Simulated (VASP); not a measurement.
# CuI in VASP: notebook

The runs below take CuI through single point, with PBEsol.

All numbers are computed with VASP 6.6.1; they aren't measurements. Logs are shortened: lines on timing, memory, paths and dates and some standing lists are left out, and cuts for length are marked.

**1. The cell of the first run**

Symmetry: P4/nmm, No. 129, tetragonal system. The conventional cell has a = 4.002 Å, b = 4.002 Å, c = 6.481 Å, α = 90.00°, β = 90.00°, γ = 90.00°. Within 3.5 Å of Cu (site symmetry -4m2) lie 4 I at 2.62 Å and 4 Cu at 2.83 Å. I (site symmetry 4mm) has 4 Cu at 2.62 Å within 3.5 Å.

**2. Single point, PBEsol**

The input, INCAR:

```
SYSTEM = CuI
PREC = Accurate
ENCUT = 520
EDIFF = 1E-7
ISMEAR = 0
SIGMA = 0.02
LREAL = .False.
LASPH = .True.
NELM = 80
ALGO = Normal
ISIF = 2
LWAVE = .False.
LCHARG = .False.
GGA = PS
NBANDS = 26
```

The input, KPOINTS:

```
Automatic mesh
0
Gamma
  8 8 4
  0 0 0
```

The input, POSCAR:

```
CuI
1.0
    4.0019817668      0.0000000000      0.0000000000
    0.0000000000      4.0019817668      0.0000000000
    0.0000000000      0.0000000000      6.4805211628
Cu I
2 2
Direct
    0.5000000000      0.5000000000      0.0000000000
    0.0000000000      0.0000000000      0.0000000000
    0.5000000000      0.0000000000      0.2615207954
    0.0000000000      0.5000000000      0.7384792046
```

Potentials or basis: VASP PAW PBE potentials, release 64 (Cu, I).

The run is started by

```
> cat potpaw_PBE.64/Cu/POTCAR potpaw_PBE.64/I/POTCAR > POTCAR
> mpirun -np 1 vasp_std > vasp.out
```

OUTCAR:

```text
SYSTEM = CuI
   PREC = Accurate
   ENCUT = 520
   EDIFF = 1E-7
   ISMEAR = 0
   LREAL = .False.
   LASPH = .True.
   NELM = 80
   ISIF = 2
   GGA = PS

 ion  position               nearest neighbor table
   1  0.500  0.500  0.000-   3 2.62   4 2.62   3 2.62   4 2.62
   2  0.000  0.000  0.000-   3 2.62   4 2.62   4 2.62   3 2.62
   3  0.500  0.000  0.262-   1 2.62   2 2.62   1 2.62   2 2.62
   4  0.000  0.500  0.738-   1 2.62   2 2.62   2 2.62   1 2.62

  LATTYP: Found a simple tetragonal cell.
 ALAT       =     4.0019817668
 C/A-ratio  =     1.6193280081

  Lattice vectors:

 A1 = (   4.0019817668,   0.0000000000,   0.0000000000)
 A2 = (   0.0000000000,   4.0019817668,   0.0000000000)
 A3 = (   0.0000000000,   0.0000000000,   6.4805211628)

Analysis of symmetry for initial positions (statically):
=====================================================================
 Subroutine PRICEL returns:
 Original cell was already a primitive cell.

 Routine SETGRP: Setting up the symmetry group for a
 simple tetragonal supercell.

 Subroutine GETGRP returns: Found 16 space group operations
 (whereof  8 operations were pure point group operations)
 out of a pool of 16 trial point group operations.

The static configuration has the point symmetry D_2d.
 The point group associated with its full space group is D_4h.

Analysis of symmetry for dynamics (positions and initial velocities):
=====================================================================
 Subroutine PRICEL returns:
 Original cell was already a primitive cell.

 Routine SETGRP: Setting up the symmetry group for a
 simple tetragonal supercell.

 Subroutine GETGRP returns: Found 16 space group operations
 (whereof  8 operations were pure point group operations)
 out of a pool of 16 trial point group operations.

The dynamic configuration has the point symmetry D_2d.
 The point group associated with its full space group is D_4h.

 Subroutine INISYM returns: Found 16 space group operations
 (whereof  8 operations are pure point group operations),
 and found     1 'primitive' translations

----------------------------------------------------------------------------------------

                                     Primitive cell

  volume of cell :     103.7911

  direct lattice vectors                    reciprocal lattice vectors
     4.001981767  0.000000000  0.000000000     0.249876201  0.000000000  0.000000000
     0.000000000  4.001981767  0.000000000     0.000000000  0.249876201  0.000000000
     0.000000000  0.000000000  6.480521163     0.000000000  0.000000000  0.154308577

  length of vectors
     4.001981767  4.001981767  6.480521163     0.249876201  0.249876201  0.154308577

  position of ions in fractional coordinates (direct lattice)
     0.500000000  0.500000000  0.000000000
     0.000000000  0.000000000  0.000000000
     0.500000000  0.000000000  0.261520795
     0.000000000  0.500000000  0.738479205

  ion indices of the primitive-cell ions
   primitive index   ion index
                 1           1
                 2           2
                 3           3
                 4           4

----------------------------------------------------------------------------------------

 KPOINTS: Automatic mesh

Automatic generation of k-mesh.
 Grid dimensions read from file:
 generate k-points for:    8    8    4

 Generating k-lattice:

  Cartesian coordinates                     Fractional coordinates (reciprocal lattice)
     0.031234525  0.000000000  0.000000000     0.125000000  0.000000000  0.000000000
     0.000000000  0.031234525  0.000000000     0.000000000  0.125000000  0.000000000
     0.000000000  0.000000000  0.038577144     0.000000000  0.000000000  0.250000000

  Length of vectors
     0.031234525  0.031234525  0.038577144

  Shift w.r.t. Gamma in fractional coordinates (k-lattice)
     0.000000000  0.000000000  0.000000000

 Subroutine IBZKPT returns following result:
 ===========================================

 Found     45 irreducible k-points:

 Following reciprocal coordinates:
[... 43 lines left out ...]

  energy without entropy =      -12.64670231  energy(sigma->0) =      -12.64670231

 E-fermi :   4.9754     XC(G=0):  -9.4409

 val. band max:        4.8838076274   @ k =   0.0000   0.0000   0.0000
 cond. band min:       6.4158525311   @ k =   0.0000   0.0000   0.0000
 fundamental gap:      1.5320449037
 Fermi energy:         4.9754010132

 k-point     1 :       0.0000    0.0000    0.0000
  band No.  band energies     occupation
      1      -9.2918      2.00000
      2      -8.5207      2.00000
      3      -1.2655      2.00000
      4       0.8888      2.00000
      5       1.1301      2.00000
      6       1.1301      2.00000
[... 18 lines left out ...]
     25      13.1837      0.00000
     26      13.5112      0.00000

 k-point     2 :       0.1250    0.0000    0.0000
  band No.  band energies     occupation
      1      -9.2255      2.00000
      2      -8.5020      2.00000
      3      -1.1550      2.00000
      4       0.8699      2.00000
      5       0.9324      2.00000
      6       1.1515      2.00000
[... 18 lines left out ...]
     25      13.2359      0.00000
     26      13.6389      0.00000

 k-point     3 :       0.2500    0.0000    0.0000
  band No.  band energies     occupation
      1      -9.0454      2.00000
      2      -8.4691      2.00000
      3      -0.8494      2.00000
      4       0.3346      2.00000
      5       0.4493      2.00000
      6       0.9667      2.00000
[... 18 lines left out ...]
     25      12.3056      0.00000
     26      12.9826      0.00000

 k-point     4 :       0.3750    0.0000    0.0000
  band No.  band energies     occupation
      1      -8.8078      2.00000
      2      -8.4819      2.00000
      3      -0.5244      2.00000
      4      -0.2867      2.00000
      5       0.0946      2.00000
      6       0.7994      2.00000
[... 18 lines left out ...]
     25      11.8354      0.00000
     26      12.0929      0.00000
[... 496 lines left out ...]
      1      -8.9217      2.00000
      2      -8.5182      2.00000
      3      -0.7059      2.00000
      4       0.1314      2.00000
      5       0.5233      2.00000
      6       0.9580      2.00000
[... 18 lines left out ...]
     25      11.3430      0.00000
     26      12.7982      0.00000

 k-point    23 :       0.3750    0.1250    0.2500
  band No.  band energies     occupation
      1      -8.7151      2.00000
      2      -8.4868      2.00000
      3      -0.7326      2.00000
      4      -0.4274      2.00000
      5       0.4549      2.00000
      6       0.9427      2.00000
[... 18 lines left out ...]
     25      12.1563      0.00000
     26      12.6786      0.00000

 k-point    24 :       0.5000    0.1250    0.2500
  band No.  band energies     occupation
      1      -8.5494      2.00000
      2      -8.5494      2.00000
      3      -0.7454      2.00000
      4      -0.7454      2.00000
      5       0.7395      2.00000
      6       0.7395      2.00000
[... 18 lines left out ...]
     25      12.1614      0.00000
     26      12.1614      0.00000

 [... further k-points ...]
[... 5 lines left out ...]
  --------------------------------------------------------------------------------------
  -------------------------------------------------------------------------------------
  Total        0.1121492      0.1121492      0.0658428      0.0000000      0.0000000      0.0000000
  in kB        1.7311980      1.7311980      1.0163855      0.0000000      0.0000000      0.0000000
  external PRESSURE =       1.4929271 kB  Pullay stress =       0.0000000 kB

 VOLUME and BASIS-vectors are now :
 -----------------------------------------------------------------------------
  energy-cutoff  :      520.00
  volume of cell :      103.79
      direct lattice vectors                 reciprocal lattice vectors
     4.001981767  0.000000000  0.000000000     0.249876201  0.000000000  0.000000000
     0.000000000  4.001981767  0.000000000     0.000000000  0.249876201  0.000000000
     0.000000000  0.000000000  6.480521163     0.000000000  0.000000000  0.154308577

 POSITION                                       TOTAL-FORCE (eV/Angst)
 -----------------------------------------------------------------------------------
      2.00099      2.00099      0.00000         0.000000     -0.000000      0.000000
      0.00000      0.00000      0.00000        -0.000000      0.000000      0.000000
      2.00099      0.00000      1.69479        -0.000000      0.000000      0.019982
      0.00000      2.00099      4.78573        -0.000000      0.000000     -0.019982
 -----------------------------------------------------------------------------------
    total drift:                                0.000000      0.000000      0.000000

  FREE ENERGIE OF THE ION-ELECTRON SYSTEM (eV)
  ---------------------------------------------------
  free  energy   TOTEN  =       -12.6467023132 eV

  energy  without entropy=      -12.6467023132  energy(sigma->0) =      -12.64670231
```

Run time: 54 s. Hardware: 1 thread of Intel Xeon 6975P-C (Granite Rapids), shared host; peak memory 0.26 GiB.

What came out:

```
Free energy            : -12.6467 eV
Pressure               : 0.1 GPa
Largest force          : 0.020 eV/Å
Band gap on the k mesh : 1.53 eV, direct
```

Forces on the atoms (eV/Å):
```
Cu   0.000  0.000  0.000
Cu   0.000  0.000  0.000
I    0.000  0.000  0.020
I    0.000  0.000 -0.020
```

Levels at points of the mesh, in eV from the valence-band top:
```csv
k point,band 14,band 15,band 16,band 17,band 18,band 19,band 20,band 21,band 22,band 23
"(0.00, 0.00, 0.00)",-1.51,-1.28,-0.96,0.00,0.00,1.53,3.14,3.32,4.89,4.89
"(0.50, 0.00, 0.00)",-2.08,-1.28,-1.28,-0.50,-0.50,3.71,3.71,4.83,4.83,6.39
"(0.50, 0.50, 0.00)",-1.86,-1.84,-1.84,-1.19,-1.19,2.49,2.49,2.61,2.61,9.12
"(0.00, 0.00, 0.50)",-1.42,-1.42,-1.28,-0.35,-0.35,3.32,3.38,3.47,4.26,5.69
"(0.50, 0.00, 0.50)",-2.08,-0.85,-0.85,-0.48,-0.48,2.14,2.14,5.09,5.09,6.04
"(0.50, 0.50, 0.50)",-1.94,-1.84,-1.84,-1.09,-1.09,3.93,3.93,4.08,4.08,5.73
```

Caveat: the PAW data sets were made with another functional, which shifts forces and pressure a little; spin-orbit coupling is left out, which moves the levels of the heavy elements; this functional lacks dispersion, which binds the layers, so the pressure and a relaxed spacing across them are unreliable.

**3. Single point, PBEsol (uniaxial strain along a: -2.0 %, then relaxed in part)**

The input, INCAR:

```
PREC = Accurate
ENCUT = 520
EDIFF = 1E-6
ISMEAR = 0
SIGMA = 0.02
LREAL = False
LASPH = True
NELM = 80
ALGO = Normal
ISIF = 2
LWAVE = False
LCHARG = True
GGA = PS
LELF = True
LVHAR = True
NBANDS = 26
```

The input, KPOINTS:

```
Automatic mesh
0
Gamma
  8 8 4
```

The input, POSCAR:

```
CuI
1.0
    3.9219419691      0.0000000000      0.0000000000
    0.0000000000      4.0006569450      0.0000000000
    0.0000000000      0.0000000000      6.5465531482
Cu I
2 2
Direct
    0.5000000000      0.5000000000      0.0034663221
    0.0000000000      0.0000000000     -0.0034663221
    0.5000000000      0.0000000000      0.2621119129
    0.0000000000      0.5000000000      0.7378880871
```

Potentials or basis: VASP PAW PBE potentials, release 64 (Cu, I).

The run is started by

```
> cat potpaw_PBE.64/Cu/POTCAR potpaw_PBE.64/I/POTCAR > POTCAR
> mpirun -np 1 vasp_std > vasp.out
```

It took 91 s on 1 thread of Intel Xeon 6975P-C (Granite Rapids), shared host; peak memory 0.31 GiB.

The run converged. Its results:

- Free energy: -12.6377 eV
- Pressure: 0.5 GPa
- Largest force: 0.022 eV/Å
- Band gap on the k mesh: 1.50 eV, direct

Forces on the atoms (eV/Å):
```
Cu   0.000  0.000  0.000
Cu   0.000  0.000  0.000
I    0.000  0.000  0.022
I    0.000  0.000 -0.022
```

Stress tensor (GPa, compression positive):
```
1.35 0.00 0.00
0.00 0.16 0.00
0.00 0.00 0.14
```

Levels at points of the mesh, in eV from the valence-band top:
| k point | band 14 | band 15 | band 16 | band 17 | band 18 | band 19 | band 20 | band 21 | band 22 | band 23 |
| --- | --- | --- | --- | --- | --- | --- | --- | --- | --- | --- |
| (0.00, 0.00, 0.00) | -1.53 | -1.32 | -1.09 | -0.06 | 0.00 | 1.50 | 3.15 | 3.47 | 4.73 | 4.94 |
| (0.50, 0.00, 0.00) | -2.12 | -1.34 | -1.34 | -0.54 | -0.54 | 3.62 | 3.62 | 4.73 | 4.73 | 6.31 |
| (0.00, 0.50, 0.00) | -2.16 | -1.38 | -1.38 | -0.50 | -0.50 | 3.73 | 3.73 | 4.88 | 4.88 | 6.44 |
| (0.50, 0.50, 0.00) | -1.94 | -1.89 | -1.89 | -1.24 | -1.24 | 2.42 | 2.42 | 2.53 | 2.53 | 8.88 |
| (0.00, 0.00, 0.50) | -1.50 | -1.42 | -1.32 | -0.42 | -0.34 | 3.26 | 3.34 | 3.64 | 4.27 | 5.54 |
| (0.50, 0.00, 0.50) | -2.13 | -0.91 | -0.91 | -0.52 | -0.52 | 2.02 | 2.02 | 5.02 | 5.02 | 6.03 |
| (0.00, 0.50, 0.50) | -2.16 | -0.96 | -0.96 | -0.47 | -0.47 | 2.08 | 2.08 | 5.17 | 5.17 | 6.21 |
| (0.50, 0.50, 0.50) | -2.01 | -1.89 | -1.89 | -1.13 | -1.13 | 3.82 | 3.82 | 3.97 | 3.97 | 5.60 |

Caveat: the cell differs from its parent crystal (uniaxial strain along a: -2.0 %, then relaxed in part); the PAW data sets were made with another functional, which shifts forces and pressure a little; spin-orbit coupling is left out, which moves the levels of the heavy elements; this functional lacks dispersion, which binds the layers, so the pressure and a relaxed spacing across them are unreliable.

**4. Single point, PBEsol (uniaxial strain along a: -2.0 %)**

The input, INCAR:

```
ALGO = Normal
EDIFF = 1E-6
ENCUT = 520
GGA = PS
ISIF = 2
ISMEAR = 0
LASPH = True
LCHARG = False
LREAL = False
LWAVE = False
NBANDS = 26
NELM = 60
PREC = Accurate
SIGMA = 0.02
```

The input, KPOINTS:

```
k-points
0
Gamma
  8 8 4
```

The input, POSCAR:

```
CuI
1.0
    3.9219419691      0.0000000000      0.0000000000
    0.0000000000      4.0219915091      0.0000000000
    0.0000000000      0.0000000000      6.5129233602
Cu I
2 2
Direct
    0.5000000000      0.5000000000      0.0000000000
    0.0000000000      0.0000000000      0.0000000000
    0.5000000000      0.0000000000      0.2615208265
    0.0000000000      0.5000000000      0.7384791735
```

The run is started by

```
> cat potpaw_PBE.64/Cu/POTCAR potpaw_PBE.64/I/POTCAR > POTCAR
> mpirun -np 1 vasp_std > vasp.out
```

Run time: 82 s. Hardware: 1 thread of Intel Xeon 6975P-C (Granite Rapids), shared host; peak memory 0.31 GiB.

Results (log left out):

```
Free energy            : -12.6340 eV
Pressure               : 0.7 GPa
Largest force          : 0.095 eV/Å
Band gap on the k mesh : 1.48 eV, direct
```

Forces on the atoms (eV/Å):
```
Cu   0.000  0.000  0.095
Cu   0.000  0.000 -0.095
I    0.000  0.000  0.086
I    0.000  0.000 -0.086
```

Stress tensor (GPa, compression positive):
```
 1.92  0.00  0.00
 0.00 -0.26  0.00
 0.00  0.00  0.48
```

Levels at points of the mesh, in eV from the valence-band top:
```csv
k point,band 16,band 17,band 18,band 19,band 20,band 21
"(0.00, 0.00, 0.00)",-1.08,-0.11,0.00,1.48,3.06,3.41
"(0.50, 0.00, 0.00)",-1.36,-0.61,-0.61,3.60,3.60,4.74
"(0.00, 0.50, 0.00)",-1.40,-0.50,-0.50,3.73,3.73,4.81
"(0.50, 0.50, 0.00)",-1.93,-1.27,-1.27,2.41,2.41,2.52
"(0.00, 0.00, 0.50)",-1.36,-0.47,-0.34,3.25,3.27,3.58
"(0.50, 0.00, 0.50)",-0.94,-0.58,-0.58,2.04,2.04,5.00
"(0.00, 0.50, 0.50)",-0.96,-0.48,-0.48,2.07,2.07,5.10
"(0.50, 0.50, 0.50)",-1.93,-1.17,-1.17,3.83,3.83,3.99
```

Caveat: the cell differs from its parent crystal (uniaxial strain along a: -2.0 %); the PAW data sets were made with another functional, which shifts forces and pressure a little; spin-orbit coupling is left out, which moves the levels of the heavy elements; this functional lacks dispersion, which binds the layers, so the pressure and a relaxed spacing across them are unreliable.

**5. Single point, PBEsol**

This run uses another cell than the first one, of 25.68 Å³/atom, 0.990 times its volume.

The input, INCAR:

```
SYSTEM = CuI
PREC = Accurate ; ENCUT = 520
EDIFF = 1E-6 ; ISMEAR = 0
SIGMA = 0.02 ; LREAL = .FALSE.
LASPH = .TRUE. ; NELM = 80
ALGO = Normal ; ISIF = 2
LWAVE = .FALSE. ; LCHARG = .FALSE.
GGA = PS ; NBANDS = 26
```

The input, KPOINTS:

```
regular mesh
0
G
  8 8 4
  0 0 0
```

The input, POSCAR:

```
CuI
1.0
    3.9219419691      0.0000000000      0.0000000000
    0.0000000000      4.0006569450      0.0000000000
    0.0000000000      0.0000000000      6.5465531482
Cu I
2 2
Direct
    0.5000000000      0.5000000000      0.0034663221
    0.0000000000      0.0000000000     -0.0034663221
    0.5000000000      0.0000000000      0.2621119129
    0.0000000000      0.5000000000      0.7378880871
```

The run is started by

```
> cat potpaw_PBE.64/Cu/POTCAR potpaw_PBE.64/I/POTCAR > POTCAR
> mpirun -np 1 vasp_std > vasp.out
```

It took 86 s on 1 thread of Intel Xeon 6975P-C (Granite Rapids), shared host; peak memory 0.31 GiB.

Results (log left out):

| Quantity | Value |
| --- | --- |
| Free energy | -12.6377 eV |
| Pressure | 0.5 GPa |
| Largest force | 0.022 eV/Å |
| Band gap on the k mesh | 1.50 eV, direct |

Forces on the atoms (eV/Å):
```
Cu   0.000  0.000  0.000
Cu   0.000  0.000  0.000
I    0.000  0.000  0.022
I    0.000  0.000 -0.022
```

Stress tensor (GPa, compression positive):
```
1.35 0.00 0.00
0.00 0.16 0.00
0.00 0.00 0.14
```

Levels at points of the mesh, in eV from the valence-band top:
| k point | band 14 | band 15 | band 16 | band 17 | band 18 | band 19 | band 20 | band 21 | band 22 | band 23 |
| --- | --- | --- | --- | --- | --- | --- | --- | --- | --- | --- |
| (0.00, 0.00, 0.00) | -1.53 | -1.32 | -1.09 | -0.06 | 0.00 | 1.50 | 3.15 | 3.47 | 4.73 | 4.94 |
| (0.50, 0.00, 0.00) | -2.12 | -1.34 | -1.34 | -0.54 | -0.54 | 3.62 | 3.62 | 4.73 | 4.73 | 6.31 |
| (0.00, 0.50, 0.00) | -2.16 | -1.38 | -1.38 | -0.50 | -0.50 | 3.73 | 3.73 | 4.88 | 4.88 | 6.44 |
| (0.50, 0.50, 0.00) | -1.94 | -1.89 | -1.89 | -1.24 | -1.24 | 2.42 | 2.42 | 2.53 | 2.53 | 8.88 |
| (0.00, 0.00, 0.50) | -1.50 | -1.42 | -1.32 | -0.42 | -0.34 | 3.26 | 3.34 | 3.64 | 4.27 | 5.54 |
| (0.50, 0.00, 0.50) | -2.13 | -0.91 | -0.91 | -0.52 | -0.52 | 2.02 | 2.02 | 5.02 | 5.02 | 6.03 |
| (0.00, 0.50, 0.50) | -2.16 | -0.96 | -0.96 | -0.47 | -0.47 | 2.08 | 2.08 | 5.17 | 5.17 | 6.21 |
| (0.50, 0.50, 0.50) | -2.01 | -1.89 | -1.89 | -1.13 | -1.13 | 3.82 | 3.82 | 3.97 | 3.97 | 5.60 |

Caveat: the PAW data sets were made with another functional, which shifts forces and pressure a little; spin-orbit coupling is left out, which moves the levels of the heavy elements; this functional lacks dispersion, which binds the layers, so the pressure and a relaxed spacing across them are unreliable. A hybrid or GW would open this gap; PBEsol tends to underestimate it.

**6. Overview**

| cell | gap on the mesh (eV) | pressure (GPa) | largest force (eV/Å) |
| --- | --- | --- | --- |
| a = 4.002, b = 4.002, c = 6.481 Å, 4 atoms | 1.53 | 0.1 | 0.02 |
| a = 3.922, b = 4.001, c = 6.547 Å, 4 atoms | 1.50 | 0.5 | 0.02 |
| a = 3.922, b = 4.022, c = 6.513 Å, 4 atoms | 1.48 | 0.7 | 0.10 |

Alike in all rows: task single point; level PBEsol; potentials or basis VASP PAW PBE potentials, release 64 (Cu, I); no spin polarisation; k mesh 8 × 8 × 4; cutoff (eV) 520; smearing gaussian 0.02 eV.

Caveats: the PAW data sets were made with another functional, which shifts forces and pressure a little; spin-orbit coupling is left out, which moves the levels of the heavy elements; this functional lacks dispersion, which binds the layers, so the pressure and a relaxed spacing across them are unreliable.

Total energies depend on the potentials used, so only differences within one code and one set of settings carry meaning.
